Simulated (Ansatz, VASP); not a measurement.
# Fe in VASP and in Ansatz

```xyz
1
Lattice="-1.4410 1.4410 1.4410 1.4410 -1.4410 1.4410 1.4410 1.4410 -1.4410" Properties=species:S:1:pos:R:3 pbc="T T T"
Fe    0.0000    0.0000    0.0000
```

Alike in both runs: task single point; functional LDA; k mesh 13 × 13 × 13; occupations fermi-dirac, width 0.05 eV; collinear spin.

|  | VASP | Ansatz |
| --- | --- | --- |
| version | VASP 6.6.1 | Ansatz 0.2.0 |
| potentials or method | VASP PAW LDA potentials, release 64 (Fe), cutoff 520 eV | PAW, plane waves, scalar-relativistic |
| valence electrons in the cell | 8 | 16 |

```csv
,VASP,Ansatz,Ansatz less VASP
pressure (GPa),-26.5,-25.5,+1.00
net moment per atom (μB),2.15,2.19,+0.038
size of the moment on the site where the two differ most (μB),2.14,2.22,+0.080
```

LDA's correlation is that of Perdew and Zunger in VASP and of Perdew and Wang (1992) in Ansatz. Site moments also hang on the region over which each program counts them. VASP's potentials hold 8 valence electrons a cell and Ansatz's 16, so a difference there can come from the potentials and not from the codes.
